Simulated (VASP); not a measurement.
# SnO (P1) in VASP: further runs

Runs on SnO. Level: LDA. Tasks: single point.

Everything below comes from runs of VASP 6.6.1. Logs are shortened: lines on timing, memory, paths and dates and some standing lists are left out, and cuts for length are marked.

### 1 The cell of the first run

The typed cell holds 4 atoms: a = 3.355 Å, b = 5.674 Å, c = 4.222 Å, α = 90.00°, β = 90.00°, γ = 90.00°.

### 2 Single point, LDA (atom 1 (Sn) moved by (-0.450, -0.450) A along [1 1 0] and z)

Input file INCAR:

```
SYSTEM = SnO
PREC = Accurate ; ENCUT = 520
EDIFF = 1E-6 ; ISMEAR = 0
SIGMA = 0.05 ; LREAL = .False.
LASPH = .True. ; NELM = 80
ALGO = Normal ; ISIF = 2
LWAVE = .False. ; LCHARG = .True.
GGA = CA ; LELF = .True.
LVHAR = .True. ; NBANDS = 28
```

Input file KPOINTS:

```
Automatic mesh
0
Gamma
  8 6 6
  0 0 0
```

Input file POSCAR:

```
SnO
1.0
    3.3550050000      0.0000000000      0.0000000000
    0.0000000000      5.6741040000      0.0000000000
    0.0000000000      0.0000000000      4.2219700000
Sn O
2 2
Direct
   -0.0948427950      0.1758300047      0.4065586856
    0.5000000000      0.7680910000      0.0131440000
    0.0000000000      0.8912500000      0.7368570000
    0.5000000000      0.1087500000      0.2368570000
```

Potentials or basis: VASP PAW LDA potentials, release 64 (Sn_d, O).

Command:

```console
$ cat potpaw_LDA.64/Sn_d/POTCAR potpaw_LDA.64/O/POTCAR > POTCAR
$ mpirun -np 1 vasp_std > vasp.out
```

OUTCAR:

```text
SYSTEM = SnO
   PREC = Accurate
   ENCUT = 520
   EDIFF = 1E-6
   ISMEAR = 0
   LREAL = .False.
   LASPH = .True.
   NELM = 80
   ISIF = 2
   GGA = CA

 ion  position               nearest neighbor table
   1  0.905  0.176  0.407-   4 1.58   4 2.15   3 2.16   2 3.16   2 3.48   2 3.71
   2  0.500  0.768  0.013-   4 2.15   3 2.16   3 2.16   1 3.16   1 3.48   1 3.71
   3  0.000  0.891  0.737-   1 2.16   2 2.16   2 2.16
   4  0.500  0.109  0.237-   1 1.58   2 2.15   1 2.15

  LATTYP: Found a simple orthorhombic cell.
 ALAT       =     3.3550050000
 B/A-ratio  =     1.2584094510
 C/A-ratio  =     1.6912356315

  Lattice vectors:

 A1 = (  -3.3550050000,   0.0000000000,   0.0000000000)
 A2 = (   0.0000000000,   0.0000000000,   4.2219700000)
 A3 = (   0.0000000000,   5.6741040000,   0.0000000000)

Analysis of symmetry for initial positions (statically):
=====================================================================
 Subroutine PRICEL returns:
 Original cell was already a primitive cell.

 Routine SETGRP: Setting up the symmetry group for a
 simple orthorhombic supercell.

 Subroutine GETGRP returns: Found  1 space group operations
 (whereof  1 operations were pure point group operations)
 out of a pool of  8 trial point group operations.

The static configuration has the point symmetry C_1 .

Analysis of symmetry for dynamics (positions and initial velocities):
=====================================================================
 Subroutine PRICEL returns:
 Original cell was already a primitive cell.

 Routine SETGRP: Setting up the symmetry group for a
 simple orthorhombic supercell.

 Subroutine GETGRP returns: Found  1 space group operations
 (whereof  1 operations were pure point group operations)
 out of a pool of  8 trial point group operations.

The dynamic configuration has the point symmetry C_1 .

 Subroutine INISYM returns: Found  1 space group operations
 (whereof  1 operations are pure point group operations),
 and found     1 'primitive' translations

----------------------------------------------------------------------------------------

                                     Primitive cell

  volume of cell :      80.3722

  direct lattice vectors                    reciprocal lattice vectors
     3.355005000  0.000000000  0.000000000     0.298062149  0.000000000  0.000000000
     0.000000000  5.674104000  0.000000000     0.000000000  0.176239279  0.000000000
     0.000000000  0.000000000  4.221970000     0.000000000  0.000000000  0.236856254

  length of vectors
     3.355005000  5.674104000  4.221970000     0.298062149  0.176239279  0.236856254

  position of ions in fractional coordinates (direct lattice)
     0.905157205  0.175830005  0.406558686
     0.500000000  0.768091000  0.013144000
     0.000000000  0.891250000  0.736857000
     0.500000000  0.108750000  0.236857000

  ion indices of the primitive-cell ions
   primitive index   ion index
                 1           1
                 2           2
                 3           3
                 4           4

----------------------------------------------------------------------------------------

 KPOINTS: Automatic mesh

Automatic generation of k-mesh.
 Grid dimensions read from file:
 generate k-points for:    8    6    6

 Generating k-lattice:

  Cartesian coordinates                     Fractional coordinates (reciprocal lattice)
     0.037257769  0.000000000  0.000000000     0.125000000  0.000000000  0.000000000
     0.000000000  0.029373213  0.000000000     0.000000000  0.166666667  0.000000000
     0.000000000  0.000000000  0.039476042     0.000000000  0.000000000  0.166666667

  Length of vectors
     0.037257769  0.029373213  0.039476042

  Shift w.r.t. Gamma in fractional coordinates (k-lattice)
     0.000000000  0.000000000  0.000000000

 Subroutine IBZKPT returns following result:
 ===========================================

 Found    148 irreducible k-points:

 Following reciprocal coordinates:
            Coordinates               Weight
  0.000000  0.000000  0.000000      1.000000
  0.125000  0.000000  0.000000      2.000000
  0.250000  0.000000  0.000000      2.000000
  0.375000  0.000000  0.000000      2.000000
  0.500000  0.000000  0.000000      1.000000
  0.000000  0.166667  0.000000      2.000000
[... 16 lines left out ...]
  0.125000  0.500000  0.000000      2.000000
  0.250000  0.500000  0.000000      2.000000
 [... further k-points ...]
   k-points           NKPTS =    148   k-points in BZ     NKDIM =    148   number of bands    NBANDS=     28
   number of dos      NEDOS =    301   number of ions     NIONS =      4
   total plane-waves  NPLWV =  37632
   dimension x,y,z NGX =    28 NGY =   42 NGZ =   32
   dimension x,y,z NGXF=    56 NGYF=   84 NGZF=   64
   ions per type =               2   2
   NGX,Y,Z   is equivalent  to a cutoff of  13.87, 12.31, 12.60 a.u.
   NGXF,Y,Z  is equivalent  to a cutoff of  27.75, 24.61, 25.20 a.u.
 SYSTEM =  SnO
   PREC   = accura    normal or accurate (medium, high low for compatibility)
   ISTART =      0    job   : 0-new  1-cont  2-samecut
   ICHARG =      2    charge: 1-file 2-atom 10-const
   ISPIN  =      1    spin polarized calculation?
   LNONCOLLINEAR =      F non collinear calculations
   LSORBIT =      F    spin-orbit coupling
   LASPH  =      T    aspherical Exc in radial PAW
   ENCUT  =  520.0 eV  38.22 Ry    6.18 a.u.   6.24 10.55  7.85*2*pi/ulx,y,z
   NELM   =     80;   NELMIN=  2; NELMDL= -5     # of ELM steps
   EDIFF  = 0.1E-05   stopping-criterion for ELM
   LREAL  =      F    real-space projection
   EDIFFG = 0.1E-04   stopping-criterion for IOM
   NSW    =      0    number of steps for IOM
   IBRION =     -1    ionic relax: 0-MD 1-quasi-New 2-CG
   NFREE  =      0    steps in history (QN), initial steepest desc. (CG)
   ISIF   =      2    stress and relaxation
   ISYM   =      2    0-nonsym 1-usesym 2-fastsym
   POTIM  = 0.5000    time-step for ionic-motion
   TEBEG  =    0.0;   TEEND  =   0.0 temperature during run
   PSTRESS=    0.0 pullay stress
   NELECT =      40.0000    total number of electrons
   NUPDOWN=      -1.0000    fix difference up-down
   EMIN   =  10.00;   EMAX   =-10.00  energy-range for DOS
   EFERMI =   0.00;   METHOD = LEGACY
   ISMEAR =     0;   SIGMA  =   0.05  broadening in eV -4-tet -1-fermi 0-gaus
   EFERMI_NEDOS =   21; number of points for ismear=-14 and -15
   IALGO  =     38    algorithm
   IMIX   =      4    mixing-type and parameters
     AMIX     =   0.40;   BMIX     =  1.00
     AMIX_MAG =   1.60;   BMIX_MAG =  1.00
  volume/ion in A,a.u.               =      20.09       135.59
  Fermi-wavevector in a.u.,A,eV,Ry     =   1.297357  2.451650 22.900458  1.683136
  Thomas-Fermi vector in A             =   2.428755
   LORBIT       =      0    0 simple, 1 ext, 2 COOP (PROOUT), +10 PAW based schemes
   GGA     = CA    functional components
   LHFCALC =     F    Hartree Fock is set to
   AEXX    =    0.0000 exact exchange contribution
   IVDW    =     0    specifies the selected vdW correction
   LEPSILON=     F    determine dielectric tensor
   LRPA    =     F    only Hartree local field effects (RPA)
 non-spin polarized calculation
 Gauss-broadening in eV      SIGMA  =   0.05
  energy-cutoff  :      520.00
  volume of cell :       80.37
 maximum number of plane-waves:      2178
 NGX is ok and might be reduce to    28
   NGX = 13   NGY = 21   NGZ = 15

 number of electron      39.9999994 magnetization

 Free energy of the ion-electron system (eV)
  ---------------------------------------------------
  ext. energy  EPLUGINS =         0.00000000
  ---------------------------------------------------
  free energy    TOTEN  =       -21.17330809 eV

  energy without entropy =      -21.17330809  energy(sigma->0) =      -21.17330809

 E-fermi :   5.4110     XC(G=0):  -9.8084

 val. band max:        5.2043993273   @ k =   0.1250   0.0000   0.0000
 cond. band min:       5.9622595079   @ k =   0.5000  -0.3333   0.1667
 fundamental gap:      0.7578601805
 Fermi energy:         5.4110282391

 k-point     1 :       0.0000    0.0000    0.0000
  band No.  band energies     occupation
      1     -19.1823      2.00000
      2     -16.5212      2.00000
      3     -16.3069      2.00000
      4     -16.2674      2.00000
      5     -16.2253      2.00000
      6     -16.1961      2.00000
[... 20 lines left out ...]
     27      13.0989      0.00000
     28      14.5628      0.00000

 k-point     2 :       0.1250    0.0000    0.0000
  band No.  band energies     occupation
      1     -19.1506      2.00000
      2     -16.5126      2.00000
      3     -16.3067      2.00000
      4     -16.2687      2.00000
      5     -16.2246      2.00000
      6     -16.1944      2.00000
[... 20 lines left out ...]
     27      12.8616      0.00000
     28      14.5125      0.00000

 k-point     3 :       0.2500    0.0000    0.0000
  band No.  band energies     occupation
      1     -19.0787      2.00000
      2     -16.5157      2.00000
      3     -16.3284      2.00000
      4     -16.2570      2.00000
      5     -16.2358      2.00000
      6     -16.1685      2.00000
[... 20 lines left out ...]
     27      12.8492      0.00000
     28      13.9495      0.00000

 k-point     4 :       0.3750    0.0000    0.0000
  band No.  band energies     occupation
      1     -19.0142      2.00000
      2     -16.5550      2.00000
      3     -16.3303      2.00000
      4     -16.2673      2.00000
      5     -16.2311      2.00000
      6     -16.1323      2.00000
[... 578 lines left out ...]
     27      14.0667      0.00000
     28      15.4032      0.00000

 k-point    23 :       0.1250    0.5000    0.0000
  band No.  band energies     occupation
      1     -19.1498      2.00000
      2     -16.5127      2.00000
      3     -16.3066      2.00000
      4     -16.2689      2.00000
      5     -16.2258      2.00000
      6     -16.1932      2.00000
[... 20 lines left out ...]
     27      14.0151      0.00000
     28      14.6864      0.00000

 k-point    24 :       0.2500    0.5000    0.0000
  band No.  band energies     occupation
      1     -19.0780      2.00000
      2     -16.5167      2.00000
      3     -16.3289      2.00000
      4     -16.2571      2.00000
      5     -16.2358      2.00000
      6     -16.1676      2.00000
[... 20 lines left out ...]
     27      13.3721      0.00000
     28      13.9680      0.00000

 [... further k-points ...]

------------------------ aborting loop because EDIFF is reached ----------------------------------------

  FORCE on cell =-STRESS in cart. coord.  units (eV):
  Direction    XX          YY          ZZ          XY          YZ          ZX
  --------------------------------------------------------------------------------------
  -------------------------------------------------------------------------------------
  Total       23.3537184      4.2764570      6.3129861      6.8893885      5.6089728     11.1889057
  in kB      465.5443011     85.2489596    125.8461132    137.3363968    111.8119723    223.0450501
  external PRESSURE =     225.5464580 kB  Pullay stress =       0.0000000 kB

 VOLUME and BASIS-vectors are now :
 -----------------------------------------------------------------------------
  energy-cutoff  :      520.00
  volume of cell :       80.37
      direct lattice vectors                 reciprocal lattice vectors
     3.355005000  0.000000000  0.000000000     0.298062149  0.000000000  0.000000000
     0.000000000  5.674104000  0.000000000     0.000000000  0.176239279  0.000000000
     0.000000000  0.000000000  4.221970000     0.000000000  0.000000000  0.236856254

 POSITION                                       TOTAL-FORCE (eV/Angst)
 -----------------------------------------------------------------------------------
      3.03681      0.99768      1.71648        16.069074      7.586199     10.631797
      1.67750      4.35823      0.05549        -0.258235     -1.119960     -1.000725
      0.00000      5.05705      3.11099        -0.292923     -0.141194      0.011895
      1.67750      0.61706      1.00000       -15.517916     -6.325046     -9.642967
 -----------------------------------------------------------------------------------
    total drift:                                0.000061     -0.000280     -0.000442

  FREE ENERGIE OF THE ION-ELECTRON SYSTEM (eV)
  ---------------------------------------------------
  free  energy   TOTEN  =       -21.1733080945 eV

  energy  without entropy=      -21.1733080945  energy(sigma->0) =      -21.17330809
```

Wall time 2.6 min (1 thread of AMD EPYC 9R45 (Zen 5), shared host); peak memory 0.33 GiB.

What came out:

| Property | Result |
| --- | --- |
| Free energy | -21.1733 eV |
| Pressure | 22.6 GPa |
| Largest force | 20.708 eV/Å |
| Band gap on the k mesh | 0.76 eV (least direct gap 1.02 eV) |

Forces in eV/Å, atoms in the order of the input:
```
Sn   16.069   7.586  10.632
Sn   -0.258  -1.120  -1.001
O    -0.293  -0.141   0.012
O   -15.518  -6.325  -9.643
```

Caveat: the cell differs from its parent crystal (atom 1 (Sn) moved by (-0.450, -0.450) A along [1 1 0] and z); the cell stands under pressure; spin-orbit coupling is left out, which moves the levels of the heavy elements; forces of over 1 eV/Å act on the atoms, so gaps and moduli don't describe the material at rest. A k mesh can miss the band edges.

### 3 Single point, LDA (atom 1 (Sn) moved by (-0.450, +0.000) A along [1 1 0] and z)

Input file INCAR:

```
PREC = Accurate ; ENCUT = 520
EDIFF = 1E-6 ; ISMEAR = 0
SIGMA = 0.05 ; LREAL = False
LASPH = True ; NELM = 80
ALGO = Normal ; ISIF = 2
LWAVE = False ; LCHARG = True
LELF = True ; LVHAR = True
NBANDS = 28
```

Input file KPOINTS:

```
Automatic mesh
0
Gamma
  8 6 6
```

POSCAR: that of step 2 with these lines changed.

```diff
@@ -8,3 +8,3 @@
 Direct
-   -0.0948427950      0.1758300047      0.4065586856
+   -0.0948427950      0.1758300047      0.5131440000
     0.5000000000      0.7680910000      0.0131440000
```

Potentials or basis: VASP PAW LDA potentials, release 64 (Sn_d, O).

Command:

```console
$ cat potpaw_LDA.64/Sn_d/POTCAR potpaw_LDA.64/O/POTCAR > POTCAR
$ mpirun -np 1 vasp_std > vasp.out
```

Run time: 2.6 min. Hardware: 1 thread of AMD EPYC 9R45 (Zen 5), shared host; peak memory 0.33 GiB.

The run converged. Its results:

```
Free energy            : -24.0517 eV
Pressure               : 9.4 GPa
Largest force          : 6.961 eV/Å
Band gap on the k mesh : 1.20 eV (least direct gap 1.33 eV)
```

Forces in eV/Å, atoms in the order of the input:
```
Sn   3.647  5.677  1.710
Sn  -0.175 -0.502  0.071
O    0.188 -2.913  1.329
O   -3.660 -2.261 -3.110
```

Stress tensor (GPa, compression positive):
```
 7.15  2.89  9.10
 2.89 11.16 -2.55
 9.10 -2.55  9.88
```

Levels at points of the mesh, in eV from the valence-band top:
| k point | band 17 | band 18 | band 19 | band 20 | band 21 | band 22 | band 23 | band 24 |
| --- | --- | --- | --- | --- | --- | --- | --- | --- |
| (0.00, 0.00, 0.00) | -4.52 | -3.54 | -2.92 | -0.13 | 2.14 | 2.70 | 5.17 | 6.31 |
| (0.50, 0.00, 0.00) | -3.71 | -3.54 | -1.80 | -0.52 | 1.73 | 2.59 | 4.96 | 5.78 |
| (0.00, 0.50, 0.00) | -4.26 | -3.48 | -2.46 | -1.39 | 2.48 | 3.88 | 4.12 | 5.22 |
| (0.50, 0.50, 0.00) | -3.78 | -3.59 | -1.43 | -0.31 | 1.25 | 2.12 | 5.51 | 6.09 |
| (0.00, 0.00, 0.50) | -3.93 | -3.76 | -2.49 | -1.48 | 1.91 | 2.51 | 4.36 | 5.31 |
| (0.50, 0.00, 0.50) | -4.17 | -3.85 | -1.66 | -0.44 | 2.02 | 2.53 | 3.97 | 5.17 |
| (0.00, 0.50, 0.50) | -3.69 | -3.67 | -2.26 | -0.99 | 1.20 | 1.94 | 5.06 | 6.45 |
| (0.50, 0.50, 0.50) | -4.38 | -4.00 | -1.13 | -0.02 | 2.14 | 2.62 | 4.00 | 4.82 |

Caveat: the cell differs from its parent crystal (atom 1 (Sn) moved by (-0.450, +0.000) A along [1 1 0] and z); the cell stands under pressure; spin-orbit coupling is left out, which moves the levels of the heavy elements; forces of over 1 eV/Å act on the atoms, so gaps and moduli don't describe the material at rest. A k mesh can miss the band edges.

### 4 Single point, LDA (atom 1 (Sn) moved by (-0.450, +0.450) A along [1 1 0] and z)

Input file INCAR:

```
SYSTEM = SnO
ALGO = Normal ; EDIFF = 1E-6
ENCUT = 520 ; GGA = CA
ISIF = 2 ; ISMEAR = 0
LASPH = .True. ; LCHARG = .False.
LREAL = .False. ; LWAVE = .False.
NBANDS = 28 ; NELM = 60
PREC = Accurate ; SIGMA = 0.05
```

Input file KPOINTS:

```
k-points
0
Gamma
  8 6 6
  0 0 0
```

POSCAR: that of step 3 with these lines changed.

```diff
@@ -8,3 +8,3 @@
 Direct
-   -0.0948427950      0.1758300047      0.5131440000
+   -0.0948427950      0.1758300047      0.6197293144
     0.5000000000      0.7680910000      0.0131440000
```

Command:

```console
$ cat potpaw_LDA.64/Sn_d/POTCAR potpaw_LDA.64/O/POTCAR > POTCAR
$ mpirun -np 1 vasp_std > vasp.out
```

Wall time 2.4 min (1 thread of AMD EPYC 9R45 (Zen 5), shared host); peak memory 0.33 GiB.

The run converged. Its results:

```
Free energy            : -23.2362 eV
Pressure               : 9.4 GPa
Largest force          : 11.384 eV/Å
Band gap on the k mesh : 1.33 eV (least direct gap 1.46 eV)
```

Forces in eV/Å, atoms in the order of the input:
```
Sn  -1.151 10.571 -4.065
Sn  -0.255 -0.439  1.260
O    1.494 -9.108  2.582
O   -0.088 -1.024  0.223
```

Stress tensor (GPa, compression positive):
```
 -0.33  -3.78   1.80
 -3.78  30.05 -14.16
  1.80 -14.16  -1.51
```

Levels at points of the mesh, in eV from the valence-band top:
| k point | band 18 | band 19 | band 20 | band 21 | band 22 | band 23 |
| --- | --- | --- | --- | --- | --- | --- |
| (0.00, 0.00, 0.00) | -2.36 | -1.81 | -0.11 | 2.69 | 3.38 | 5.90 |
| (0.50, 0.00, 0.00) | -2.29 | -1.51 | -0.20 | 1.49 | 2.38 | 5.43 |
| (0.00, 0.50, 0.00) | -2.00 | -1.83 | -1.13 | 2.86 | 4.34 | 4.84 |
| (0.50, 0.50, 0.00) | -2.46 | -0.96 | -0.11 | 1.35 | 2.03 | 5.69 |
| (0.00, 0.00, 0.50) | -2.10 | -1.95 | -1.04 | 1.99 | 3.40 | 4.54 |
| (0.50, 0.00, 0.50) | -3.01 | -1.07 | -0.72 | 2.39 | 2.81 | 3.53 |
| (0.00, 0.50, 0.50) | -1.97 | -1.78 | -0.60 | 1.59 | 2.49 | 5.62 |
| (0.50, 0.50, 0.50) | -3.11 | -0.48 | -0.16 | 2.12 | 2.54 | 4.21 |

Caveat: the cell differs from its parent crystal (atom 1 (Sn) moved by (-0.450, +0.450) A along [1 1 0] and z); the cell stands under pressure; spin-orbit coupling is left out, which moves the levels of the heavy elements; forces of over 1 eV/Å act on the atoms, so gaps and moduli don't describe the material at rest. A k mesh can miss the band edges.

### 5 Summary

```tsv
cell	gap on the mesh (eV)	pressure (GPa)	largest force (eV/Å)
as given, atomic positions A	0.76	22.6	20.71
as given, atomic positions B	1.20	9.4	6.96
as given, atomic positions C	1.33	9.4	11.38
```

Alike in all rows: task single point; level LDA; potentials or basis VASP PAW LDA potentials, release 64 (Sn_d, O); no spin polarisation; k mesh 8 × 6 × 6; cutoff (eV) 520; smearing gaussian 0.05 eV.

Caveats: the cell stands under pressure; spin-orbit coupling is left out, which moves the levels of the heavy elements; forces of over 1 eV/Å act on the atoms, so gaps and moduli don't describe the material at rest.

Total energies depend on the potentials used, so only differences within one code and one set of settings carry meaning.
